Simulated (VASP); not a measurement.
The system is V.

```
CELL_PARAMETERS angstrom
-1.53428 1.53428 1.53428
1.53428 -1.53428 1.53428
1.53428 1.53428 -1.53428
ATOMIC_POSITIONS crystal
V 0.00000 0.00000 0.00000
```

Base run:

* Program: VASP 6.6.1
* Functional: r2SCAN
* Potentials or basis: VASP PAW PBE potentials, release 64 (V_sv)
* Cutoff: 520 eV
* k mesh: 12 × 12 × 12
* Occupations: fermi-dirac, width 0.05 eV
* Spin: collinear spin, ferromagnetic start
* Starting moments: [2.0] μB

Its results: pressure -13.4 GPa; net moment 0.00 μB per cell.

The run is repeated on the same cell with these changes: functional from r2SCAN to revPBE; dispersion from none to D3(BJ). What comes out?

Pressure -22.0 GPa; net moment 0.00 μB per cell.

Several settings changed at once, so the effect can't be laid on one alone.

Caveats: the PAW data sets were made with another functional, which shifts forces and pressure a little; pairwise dispersion overbinds metals, which lowers pressure and volume (some runs).
